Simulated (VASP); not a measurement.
# EuS (Fm-3m) in VASP: further runs

EuS is run at these levels: PBE+U; tasks: single point.

All numbers are computed with VASP 6.6.1; they aren't measurements. Logs are shortened: lines on timing, memory, paths and dates and some standing lists are left out, and cuts for length are marked.

**Experimental background.**

From “Crystal-field mediated electronic transitions of EuS up to 35 GPa”, 2022, pmc:8786971, for a powder of EuS at 300 K: band gap 1.72 eV (optical).

The runs below are set against these values where they give the same quantity.

**1. The cell of the first run**

Symmetry: Fm-3m, No. 225, cubic system. Conventional cell: a = 5.957 Å, b = 5.957 Å, c = 5.957 Å, α = 90.00°, β = 90.00°, γ = 90.00°. Within 3.9 Å of Eu (site symmetry m-3m) lie 6 S at 2.98 Å. S (site symmetry m-3m) has 6 Eu at 2.98 Å within 3.9 Å.

**2. Single point, PBE+U, collinear spin, ferromagnetic start**

INCAR reads:

```
SYSTEM = EuS
  ALGO = Normal
  EDIFF = 1E-6
  ENCUT = 600
  GGA = PE
  GGA_COMPAT = .FALSE.
  ISIF = 2
  ISMEAR = 0
  ISPIN = 2
  LASPH = .TRUE.
  LCHARG = .FALSE.
  LDAU = .TRUE.
  LDAUJ = 0 0
  LDAUL = 3 -1
  LDAUPRINT = 1
  LDAUTYPE = 2
  LDAUU = 2 0
  LMAXMIX = 6
  LORBIT = 11
  LREAL = .FALSE.
  LWAVE = .FALSE.
  MAGMOM = 7 0
  NBANDS = 22
  NELM = 200
  PREC = Accurate
  SIGMA = 0.1
```

KPOINTS reads:

```
k-points
0
G
  10 10 10
  0 0 0
```

POSCAR reads:

```
EuS
1.0
    0.0000000000      2.9785000000      2.9785000000
    2.9785000000      0.0000000000      2.9785000000
    2.9785000000      2.9785000000      0.0000000000
Eu S
1 1
Direct
    0.0000000000      0.0000000000      0.0000000000
    0.5000000000      0.5000000000      0.5000000000
```

Potentials or basis: VASP PAW PBE potentials, release 64 (Eu, S).

On the command line:

```console
> cat potpaw_PBE.64/Eu/POTCAR potpaw_PBE.64/S/POTCAR > POTCAR
> mpirun -np 1 vasp_std > vasp.out
```

OUTCAR:

```text
SYSTEM = EuS
   EDIFF = 1E-6
   ENCUT = 600
   GGA = PE
   ISIF = 2
   ISMEAR = 0
   ISPIN = 2
   LASPH = .TRUE.
   LORBIT = 11
   LREAL = .FALSE.
   NELM = 200
   PREC = Accurate

 ion  position               nearest neighbor table
   1  0.000  0.000  0.000-   2 2.98   2 2.98   2 2.98   2 2.98   2 2.98   2 2.98
   2  0.500  0.500  0.500-   1 2.98   1 2.98   1 2.98   1 2.98   1 2.98   1 2.98

  LATTYP: Found a face centered cubic cell.
 ALAT       =     5.9570000000

  Lattice vectors:

 A1 = (   0.0000000000,   2.9785000000,   2.9785000000)
 A2 = (   2.9785000000,   0.0000000000,   2.9785000000)
 A3 = (   2.9785000000,   2.9785000000,   0.0000000000)

Analysis of symmetry for initial positions (statically):
=====================================================================
 Subroutine PRICEL returns:
 Original cell was already a primitive cell.

 Routine SETGRP: Setting up the symmetry group for a
 face centered cubic supercell.

 Subroutine GETGRP returns: Found 48 space group operations
 (whereof 48 operations were pure point group operations)
 out of a pool of 48 trial point group operations.

The static configuration has the point symmetry O_h .

Analysis of symmetry for dynamics (positions and initial velocities):
=====================================================================
 Subroutine PRICEL returns:
 Original cell was already a primitive cell.

 Routine SETGRP: Setting up the symmetry group for a
 face centered cubic supercell.

 Subroutine GETGRP returns: Found 48 space group operations
 (whereof 48 operations were pure point group operations)
 out of a pool of 48 trial point group operations.

The dynamic configuration has the point symmetry O_h .

Analysis of structural, dynamic, and magnetic symmetry:
=====================================================================
 Subroutine PRICEL returns:
 Original cell was already a primitive cell.

 Routine SETGRP: Setting up the symmetry group for a
 face centered cubic supercell.

 Subroutine GETGRP returns: Found 48 space group operations
 (whereof 48 operations were pure point group operations)
 out of a pool of 48 trial point group operations.

The overall configuration has the point symmetry O_h .

 Subroutine INISYM returns: Found 48 space group operations
 (whereof 48 operations are pure point group operations),
 and found     1 'primitive' translations

----------------------------------------------------------------------------------------

                                     Primitive cell

  volume of cell :      52.8473

  direct lattice vectors                    reciprocal lattice vectors
     0.000000000  2.978500000  2.978500000    -0.167869733  0.167869733  0.167869733
     2.978500000  0.000000000  2.978500000     0.167869733 -0.167869733  0.167869733
     2.978500000  2.978500000  0.000000000     0.167869733  0.167869733 -0.167869733

  length of vectors
     4.212235096  4.212235096  4.212235096     0.290758907  0.290758907  0.290758907

  position of ions in fractional coordinates (direct lattice)
[... 109 lines left out ...]
   LHFCALC =     F    Hartree Fock is set to
   AEXX    =    0.0000 exact exchange contribution
   IVDW    =     0    specifies the selected vdW correction
   LEPSILON=     F    determine dielectric tensor
   LRPA    =     F    only Hartree local field effects (RPA)
 spin polarized calculation
 Gauss-broadening in eV      SIGMA  =   0.10
  energy-cutoff  :      600.00
  volume of cell :       52.85
 maximum number of plane-waves:      1807
 NGX is ok and might be reduce to    36
   NGX = 17   NGY = 17   NGZ = 17

atom =   1  type =  1  l = 3

 onsite density matrix

spin component  1

  0.9584  0.0000 -0.0056 -0.0000  0.0000  0.0000  0.0000
  0.0000  0.9643  0.0000 -0.0000 -0.0000 -0.0000 -0.0000
 -0.0056  0.0000  0.9613  0.0000  0.0000 -0.0000 -0.0000
 -0.0000 -0.0000  0.0000  0.9541 -0.0000  0.0000  0.0000
  0.0000 -0.0000  0.0000 -0.0000  0.9613 -0.0000  0.0056
  0.0000 -0.0000 -0.0000  0.0000 -0.0000  0.9656  0.0000
  0.0000 -0.0000 -0.0000  0.0000  0.0056  0.0000  0.9584

spin component  2

  0.0025 -0.0000  0.0012  0.0000 -0.0000  0.0000  0.0000
 -0.0000  0.0001  0.0000 -0.0000 -0.0000  0.0000  0.0000
  0.0012  0.0000  0.0019  0.0000 -0.0000 -0.0000  0.0000
  0.0000 -0.0000  0.0000  0.0033  0.0000 -0.0000 -0.0000
 -0.0000 -0.0000 -0.0000  0.0000  0.0019  0.0000 -0.0012
  0.0000  0.0000 -0.0000 -0.0000  0.0000  0.0010 -0.0000
  0.0000  0.0000  0.0000 -0.0000 -0.0012 -0.0000  0.0025

 occupancies and eigenvectors

  o =  0.0001  v =  0.0000  0.0000  0.0000  0.0000  0.0000  0.0000  0.0000 -0.0000 -1.0000  0.0000 -0.0000 -0.0000  0.0000 -0.0000      0.0000  0.0000  0.0000  0.0000  0.0000  0.0000  0.0000  0.0000  0.0000  0.0000  0.0000  0.0000  0.0000  0.0000
[... 3 lines left out ...]
  o =  0.0033  v =  0.0000  0.0000  0.0000  0.0000  0.0000  0.0000  0.0000 -0.0013  0.0000 -0.0010  0.0086 -0.6123 -0.0000  0.7905      0.0000  0.0000  0.0000  0.0000  0.0000  0.0000  0.0000  0.0000  0.0000  0.0000  0.0000  0.0000  0.0000  0.0000
  o =  0.0033  v =  0.0000  0.0000  0.0000  0.0000  0.0000  0.0000  0.0000  0.0008  0.0000  0.0006 -1.0000 -0.0053  0.0000  0.0068      0.0000  0.0000  0.0000  0.0000  0.0000  0.0000  0.0000  0.0000  0.0000  0.0000  0.0000  0.0000  0.0000  0.0000
  o =  0.0033  v =  0.0000  0.0000  0.0000  0.0000  0.0000  0.0000  0.0000  0.7906  0.0000  0.6124  0.0010 -0.0010 -0.0000  0.0013      0.0000  0.0000  0.0000  0.0000  0.0000  0.0000  0.0000  0.0000  0.0000  0.0000  0.0000  0.0000  0.0000  0.0000
  o =  0.9541  v =  0.0004  0.0000  0.0003 -0.9290  0.2266  0.0000 -0.2925  0.0000  0.0000  0.0000  0.0000  0.0000  0.0000  0.0000      0.0000  0.0000  0.0000  0.0000  0.0000  0.0000  0.0000  0.0000  0.0000  0.0000  0.0000  0.0000  0.0000  0.0000
  o =  0.9541  v =  0.0002  0.0000  0.0001 -0.3700 -0.5689 -0.0000  0.7345  0.0000  0.0000  0.0000  0.0000  0.0000  0.0000  0.0000      0.0000  0.0000  0.0000  0.0000  0.0000  0.0000  0.0000  0.0000  0.0000  0.0000  0.0000  0.0000  0.0000  0.0000
  o =  0.9541  v = -0.7906 -0.0000 -0.6124 -0.0005 -0.0000 -0.0000  0.0000  0.0000  0.0000  0.0000  0.0000  0.0000  0.0000  0.0000      0.0000  0.0000  0.0000  0.0000  0.0000  0.0000  0.0000  0.0000  0.0000  0.0000  0.0000  0.0000  0.0000  0.0000
  o =  0.9643  v =  0.0000 -1.0000 -0.0000 -0.0000  0.0000 -0.0000  0.0000  0.0000  0.0000  0.0000  0.0000  0.0000  0.0000  0.0000      0.0000  0.0000  0.0000  0.0000  0.0000  0.0000  0.0000  0.0000  0.0000  0.0000  0.0000  0.0000  0.0000  0.0000
  o =  0.9656  v =  0.0004  0.0000 -0.0005 -0.0000 -0.1196 -0.9885 -0.0926  0.0000  0.0000  0.0000  0.0000  0.0000  0.0000  0.0000      0.0000  0.0000  0.0000  0.0000  0.0000  0.0000  0.0000  0.0000  0.0000  0.0000  0.0000  0.0000  0.0000  0.0000
  o =  0.9656  v =  0.0002 -0.0000 -0.0003 -0.0000 -0.7815  0.1512 -0.6053  0.0000  0.0000  0.0000  0.0000  0.0000  0.0000  0.0000      0.0000  0.0000  0.0000  0.0000  0.0000  0.0000  0.0000  0.0000  0.0000  0.0000  0.0000  0.0000  0.0000  0.0000
  o =  0.9656  v = -0.6124 -0.0000  0.7906  0.0000 -0.0004 -0.0005 -0.0003  0.0000  0.0000  0.0000  0.0000  0.0000  0.0000  0.0000      0.0000  0.0000  0.0000  0.0000  0.0000  0.0000  0.0000  0.0000  0.0000  0.0000  0.0000  0.0000  0.0000  0.0000

 number of electron      22.9999997 magnetization       6.9997791

 Free energy of the ion-electron system (eV)
  ---------------------------------------------------
  ext. energy  EPLUGINS =         0.00000000
  ---------------------------------------------------
  free energy    TOTEN  =       -19.58760312 eV

  energy without entropy =      -19.58583924  energy(sigma->0) =      -19.58672118

 E-fermi :   4.0543     XC(G=0):  -9.6040

 val. band max:        4.0136097012   @ k =   0.1000   0.1000   0.0000
 cond. band min:       4.0911659298   @ k =   0.0000   0.0000   0.0000
 fundamental gap:      0.0775562286
 Fermi energy:         4.0543387798

 spin component 1

 k-point     1 :       0.0000    0.0000    0.0000
  band No.  band energies     occupation
      1     -36.8772      1.00000
      2     -15.6596      1.00000
      3     -15.6596      1.00000
      4     -15.6596      1.00000
      5      -9.1750      1.00000
      6       1.4752      1.00000
[... 1193 lines left out ...]
     21      11.2510      0.00000
     22      12.1331      0.00000

 [... further k-points ...]
[... 5 lines left out ...]
  --------------------------------------------------------------------------------------
  -------------------------------------------------------------------------------------
  Total       -0.4033491     -0.4033491     -0.4033491      0.0000000      0.0000000     -0.0000000
  in kB      -12.2283776    -12.2283776    -12.2283776      0.0000000      0.0000000     -0.0000000
  external PRESSURE =     -12.2283776 kB  Pullay stress =       0.0000000 kB

 VOLUME and BASIS-vectors are now :
 -----------------------------------------------------------------------------
  energy-cutoff  :      600.00
  volume of cell :       52.85
      direct lattice vectors                 reciprocal lattice vectors
     0.000000000  2.978500000  2.978500000    -0.167869733  0.167869733  0.167869733
     2.978500000  0.000000000  2.978500000     0.167869733 -0.167869733  0.167869733
     2.978500000  2.978500000  0.000000000     0.167869733  0.167869733 -0.167869733

 POSITION                                       TOTAL-FORCE (eV/Angst)
 -----------------------------------------------------------------------------------
      0.00000      0.00000      0.00000        -0.000000      0.000000     -0.000000
      2.97850      2.97850      2.97850         0.000000     -0.000000      0.000000
 -----------------------------------------------------------------------------------
    total drift:                                0.000000      0.000000      0.000000

  FREE ENERGIE OF THE ION-ELECTRON SYSTEM (eV)
  ---------------------------------------------------
  free  energy   TOTEN  =       -19.5876031243 eV

  energy  without entropy=      -19.5858392391  energy(sigma->0) =      -19.58672118

 total charge

# of ion       s       p       d       f       tot
--------------------------------------------------
    1        2.028   5.770   0.277   6.729  14.804
    2        1.316   2.438   0.000   0.000   3.754
--------------------------------------------------
tot          3.344   8.208   0.277   6.729  18.558

 magnetization (x)

# of ion       s       p       d       f       tot
--------------------------------------------------
    1       -0.015  -0.115   0.073   6.704   6.647
    2       -0.007  -0.064   0.000   0.000  -0.071
--------------------------------------------------
tot         -0.022  -0.179   0.073   6.704   6.576
```

Wall time 91 s (1 thread of Intel Xeon 6975P-C (Granite Rapids), shared host); peak memory 0.32 GiB.

Results:

| Item | Value |
| --- | --- |
| Free energy | -19.5876 eV |
| Pressure | -1.2 GPa |
| Band gap on the k mesh | zero (filled and empty bands overlap) |
| Net moment | 7.00 μB per cell |
| Site moments | Eu +6.65; S -0.07 μB |
| Valence electrons inside the program's atomic spheres | Eu 14.80; S 3.75 |

Eigenvalues of the final occupation matrices:
```csv
site,spin,trace,eigenvalues
site 1 f,1,6.72,0.95 0.95 0.95 0.96 0.97 0.97 0.97
site 1 f,2,0.01,0.00 0.00 0.00 0.00 0.00 0.00 0.00
```

Caveat: spin-orbit coupling is left out, which moves the levels of the heavy elements; a cell with one magnetic atom can't hold antiferromagnetic order, which such compounds often take. The state reached can hang on the start; a lower one may exist.

**3. Single point, PBE+U, collinear spin, ferromagnetic start**

INCAR reads:

```
ALGO = Normal
EDIFF = 1E-6
ENCUT = 600
GGA = PE
GGA_COMPAT = F
ISIF = 2
ISMEAR = 0
ISPIN = 2
LASPH = T
LCHARG = F
LDAU = T
LDAUJ = 0 0
LDAUL = 3 -1
LDAUPRINT = 1
LDAUTYPE = 2
LDAUU = 4 0
LMAXMIX = 6
LORBIT = 11
LREAL = F
LWAVE = F
MAGMOM = 7 0
NBANDS = 22
NELM = 200
PREC = Accurate
SIGMA = 0.1
```

KPOINTS reads:

```
k-points
0
Gamma
  10 10 10
```

POSCAR is that of step 2.

Potentials or basis: VASP PAW PBE potentials, release 64 (Eu, S).

On the command line:

```console
> cat potpaw_PBE.64/Eu/POTCAR potpaw_PBE.64/S/POTCAR > POTCAR
> mpirun -np 1 vasp_std > vasp.out
```

It took 87 s on 1 thread of Intel Xeon 6975P-C (Granite Rapids), shared host; peak memory 0.32 GiB.

The run converged. Its results:

```
Free energy                                           : -19.3401 eV
Pressure                                              : 0.1 GPa
Band gap on the k mesh                                : zero (filled and empty bands overlap)
Net moment                                            : 7.00 μB per cell
Site moments                                          : Eu +6.69; S -0.07 μB
Valence electrons inside the program's atomic spheres : Eu 14.85; S 3.76
```

Levels at points of the mesh, in eV from the Fermi level:
Spin up:
| k point | band 12 | band 13 | band 14 | band 15 | band 16 | band 17 | band 18 | band 19 |
| --- | --- | --- | --- | --- | --- | --- | --- | --- |
| (0.00, 0.00, 0.00) | -0.45 | 0.00 | 0.00 | 0.00 | 1.51 | 1.82 | 1.82 | 1.82 |
| (0.50, 0.00, 0.00) | -0.47 | -0.47 | -0.45 | -0.45 | 3.59 | 3.98 | 4.45 | 4.45 |
| (0.50, 0.50, 0.00) | -0.50 | -0.47 | -0.21 | -0.21 | -0.11 | 3.86 | 3.93 | 5.30 |
Spin down:
```tsv
k point	band 6	band 7	band 8	band 9	band 10	band 11
(0.00, 0.00, 0.00)	-2.00	-2.00	-2.00	2.01	2.50	2.50
(0.50, 0.00, 0.00)	-4.56	-3.16	-3.16	3.73	4.70	5.46
(0.50, 0.50, 0.00)	-3.15	-2.35	-2.35	0.45	4.57	4.71
```

Eigenvalues of the final occupation matrices:
| site | spin | trace | eigenvalues |
| --- | --- | --- | --- |
| site 1 f | 1 | 6.78 | 0.97 0.97 0.97 0.97 0.97 0.97 0.97 |
| site 1 f | 2 | 0.01 | 0.00 0.00 0.00 0.00 0.00 0.00 0.00 |

Caveat: spin-orbit coupling is left out, which moves the levels of the heavy elements; a cell with one magnetic atom can't hold antiferromagnetic order, which such compounds often take.

**4. Single point, PBE+U, collinear spin, ferromagnetic start**

INCAR reads:

```
SYSTEM = EuS
ALGO = Normal
EDIFF = 1E-6
ENCUT = 600
GGA = PE
GGA_COMPAT = .False.
ISIF = 2
ISMEAR = 0
ISPIN = 2
LASPH = .True.
LCHARG = .False.
LDAU = .True.
LDAUJ = 0 0
LDAUL = 3 -1
LDAUPRINT = 1
LDAUTYPE = 2
LDAUU = 6 0
LMAXMIX = 6
LORBIT = 11
LREAL = .False.
LWAVE = .False.
MAGMOM = 7 0
NBANDS = 22
NELM = 200
PREC = Accurate
SIGMA = 0.1
```

KPOINTS reads:

```
k-points
0
Gamma
  10 10 10
  0 0 0
```

POSCAR is that of step 3.

On the command line:

```console
> cat potpaw_PBE.64/Eu/POTCAR potpaw_PBE.64/S/POTCAR > POTCAR
> mpirun -np 1 vasp_std > vasp.out
```

Run time: 1.7 min. Hardware: 1 thread of Intel Xeon 6975P-C (Granite Rapids), shared host; peak memory 0.32 GiB.

It converged, with:

```yaml
Free_energy: -19.1423 eV
Pressure: 1.0 GPa
Band_gap_on_the_k_mesh: 0.42 eV (least direct gap 0.69 eV)
Net_moment: 7.00 μB per cell
Site_moments: Eu +6.72; S -0.06 μB
Valence_electrons_inside_the_program's_atomic_spheres: Eu 14.89; S 3.77
```

Levels at points of the mesh, in eV from the valence-band top:
Spin up:
```tsv
k point	band 13	band 14	band 15	band 16	band 17	band 18
(0.00, 0.00, 0.00)	0.00	0.00	0.00	2.04	2.35	2.35
(0.50, 0.00, 0.00)	-0.60	-0.58	-0.57	4.10	4.53	5.01
(0.50, 0.50, 0.00)	-0.59	-0.27	-0.27	0.42	4.40	4.46
```
Spin down:
| k point | band 6 | band 7 | band 8 | band 9 | band 10 | band 11 |
| --- | --- | --- | --- | --- | --- | --- |
| (0.00, 0.00, 0.00) | -1.49 | -1.49 | -1.49 | 2.49 | 3.00 | 3.00 |
| (0.50, 0.00, 0.00) | -4.08 | -2.67 | -2.67 | 4.25 | 5.21 | 5.99 |
| (0.50, 0.50, 0.00) | -2.65 | -1.86 | -1.86 | 0.94 | 5.07 | 5.25 |

Eigenvalues of the final occupation matrices:
```csv
site,spin,trace,eigenvalues
site 1 f,1,6.83,0.97 0.97 0.97 0.98 0.98 0.98 0.98
site 1 f,2,0.01,0.00 0.00 0.00 0.00 0.00 0.00 0.00
```

Caveat: spin-orbit coupling is left out, which moves the levels of the heavy elements; a cell with one magnetic atom can't hold antiferromagnetic order, which such compounds often take.

**5. Single point, PBE+U, collinear spin, ferromagnetic start**

INCAR reads:

```
SYSTEM = EuS
  PREC = Accurate
  ENCUT = 600
  EDIFF = 1E-6
  ISMEAR = 0
  SIGMA = 0.1
  LREAL = .False.
  LASPH = .True.
  NELM = 200
  ALGO = Normal
  ISIF = 2
  LWAVE = .False.
  LCHARG = .True.
  ISPIN = 2
  MAGMOM = 7 0
  LORBIT = 11
  LMAXMIX = 6
  LDAU = .True.
  LDAUTYPE = 2
  LDAUL = 3 -1
  LDAUU = 8 0
  LDAUJ = 0 0
  LDAUPRINT = 1
  GGA = PE
  LELF = .True.
  LVHAR = .True.
  NBANDS = 22
  GGA_COMPAT = .False.
```

KPOINTS reads:

```
Automatic mesh
0
Gamma
  10 10 10
  0 0 0
```

POSCAR is that of step 4.

On the command line:

```console
> cat potpaw_PBE.64/Eu/POTCAR potpaw_PBE.64/S/POTCAR > POTCAR
> mpirun -np 1 vasp_std > vasp.out
```

Run time: 1.7 min. Hardware: 1 thread of Intel Xeon 6975P-C (Granite Rapids), shared host; peak memory 0.32 GiB.

The run converged. Its results:

* Free energy: -18.9755 eV
* Pressure: 1.7 GPa
* Band gap on the k mesh: 0.93 eV (least direct gap 1.30 eV)
* Net moment: 7.00 μB per cell
* Site moments: Eu +6.74; S -0.06 μB
* Valence electrons inside the program's atomic spheres: Eu 14.91; S 3.77

Levels at points of the mesh, in eV from the valence-band top:
Spin up:
```csv
k point,band 13,band 14,band 15,band 16,band 17,band 18
"(0.00, 0.00, 0.00)",0.00,0.00,0.00,2.55,2.86,2.86
"(0.50, 0.00, 0.00)",-0.85,-0.83,-0.82,4.57,5.04,5.54
"(0.50, 0.50, 0.00)",-0.84,-0.38,-0.38,0.93,4.92,4.97
```
Spin down:
| k point | band 4 | band 5 | band 6 | band 7 | band 8 | band 9 | band 10 | band 11 | band 12 | band 13 |
| --- | --- | --- | --- | --- | --- | --- | --- | --- | --- | --- |
| (0.00, 0.00, 0.00) | -15.66 | -11.93 | -1.01 | -1.01 | -1.01 | 2.96 | 3.49 | 3.49 | 3.49 | 4.47 |
| (0.50, 0.00, 0.00) | -15.69 | -10.87 | -3.61 | -2.20 | -2.20 | 4.76 | 5.70 | 6.49 | 6.49 | 8.14 |
| (0.50, 0.50, 0.00) | -15.80 | -11.59 | -2.17 | -1.37 | -1.37 | 1.42 | 5.55 | 5.75 | 7.30 | 7.80 |

Eigenvalues of the final occupation matrices:
```csv
site,spin,trace,eigenvalues
site 1 f,1,6.85,0.98 0.98 0.98 0.98 0.98 0.98 0.98
site 1 f,2,0.01,0.00 0.00 0.00 0.00 0.00 0.00 0.00
```

Caveat: spin-orbit coupling is left out, which moves the levels of the heavy elements; a cell with one magnetic atom can't hold antiferromagnetic order, which such compounds often take. The state reached can hang on the start; a lower one may exist.

**6. Overview**

| U | gap on the mesh (eV) | pressure (GPa) | moment (μB) |
| --- | --- | --- | --- |
| Eu f U = 2.0 eV | none | -1.2 | 7.00 |
| Eu f U = 4.0 eV | none | 0.1 | 7.00 |
| Eu f U = 6.0 eV | 0.42 | 1.0 | 7.00 |
| Eu f U = 8.0 eV | 0.93 | 1.7 | 7.00 |

Alike in all rows: task single point; level PBE+U; potentials or basis VASP PAW PBE potentials, release 64 (Eu, S); spin collinear, ferromagnetic start; cell as given; k mesh 10 × 10 × 10; cutoff (eV) 600; smearing gaussian 0.1 eV.

Caveats: spin-orbit coupling is left out, which moves the levels of the heavy elements; a cell with one magnetic atom can't hold antiferromagnetic order, which such compounds often take.

Total energies depend on the potentials used, so only differences within one code and one set of settings carry meaning.

**7. Against experiment**

Step 3. Measured gap of EuS: 1.72 eV (optical; 300 K; powder; “Crystal-field mediated electronic transitions of EuS up to 35 GPa”, 2022, pmc:8786971). This calculation gives 0.00 eV (-1.72 eV). So large a miss can be the level of theory's own, or it may mean another phase, state or a wrong row. Spin-orbit coupling on Eu is left out. The value is that of PBE+U on a finite k mesh, which can miss the band edges, without temperature or zero-point motion. The run's magnetic order (collinear spin, ferromagnetic start) needn't be the measured crystal's.
